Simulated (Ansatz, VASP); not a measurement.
**Sn in VASP and in Ansatz**

The input INCAR:

```
SYSTEM = Sn
ALGO     = Normal         ! electronic algorithm
EDIFF    = 1E-7           ! SCF threshold, eV
ENCUT    = 520            ! plane-wave cutoff, eV
GGA      = RP             ! functional
ISIF     = 2              ! what is computed and relaxed
ISMEAR   = -1             ! smearing method
LASPH    = .True.         ! aspherical terms in the spheres
LCHARG   = .False.        ! write CHGCAR
LREAL    = .False.        ! projectors in reciprocal space
LWAVE    = .False.        ! write WAVECAR
NBANDS   = 36             ! bands
NELM     = 100            ! most SCF steps
PREC     = Accurate       ! precision mode
SIGMA    = 0.1            ! smearing width, eV
```

KPOINTS

```
k-points
0
Gamma
  12 12 4
  0 0 0
```

Contents of POSCAR:

```
Sn
1.0
    3.4692524513      0.0000000000      0.0000000000
   -1.7346262256      3.0044607550      0.0000000000
    0.0000000000      0.0000000000     11.4514600487
Sn
4
Direct
    0.0000000000      0.0000000000      1.0000000000
    0.0000000000      0.0000000000      0.5000000000
    0.3333333333      0.6666666667      0.2500000000
    0.6666666667      0.3333333333      0.7500000000
```

Input for Ansatz:

```yaml
crystal:
  lattice:
    - [3.4692524513, 0.0, 0.0]
    - [-1.7346262256, 3.004460755, 0.0]
    - [0.0, 0.0, 11.4514600487]
  atoms:
    - { symbol: Sn, position: [0.0, 0.0, 1.0] }
    - { symbol: Sn, position: [0.0, 0.0, 0.5] }
    - { symbol: Sn, position: [0.3333333333, 0.6666666667, 0.25] }
    - { symbol: Sn, position: [0.6666666667, 0.3333333333, 0.75] }
hamiltonian:
  xc: rpbe
  pseudopotentials:
    kind: paw
    azcp:
      Sn: "pseudopotentials/Sn.paw.azcp"
basis:
  ecutwfc: 420
  fft_grid_basis: typed
kpoints:
  mp_grid: { grid: [12, 12, 4], shift: [0, 0, 0] }
magnetization:
  spin_polarized: false
scf:
  occupations: { method: fermi_dirac, width: 0.1 }
  lower_state_search: "off"
output:
  stress: true
```

Alike in both runs: task single point; functional RPBE; k mesh 12 × 12 × 4; occupations fermi-dirac, width 0.1 eV; no spin polarisation.

```csv
,VASP,Ansatz
version,VASP 6.6.1,Ansatz 0.2.0
potentials or method,"VASP PAW PBE potentials, release 64 (Sn_d), cutoff 520 eV","plane waves (420 eV) with PAW, scalar-relativistic"
valence electrons in the cell,56,56
```

|  | VASP | Ansatz | Ansatz less VASP |
| --- | --- | --- | --- |
| pressure (GPa) | -1.4 | -1.4 | +0.04 |
| traceless stress, the component that is largest in VASP (GPa) | -0.07 | -0.07 | +0.001 |

VASP's potentials were made for PBE, not for RPBE. The functional is the same, so the differences come from potentials, cutoffs and numerics.
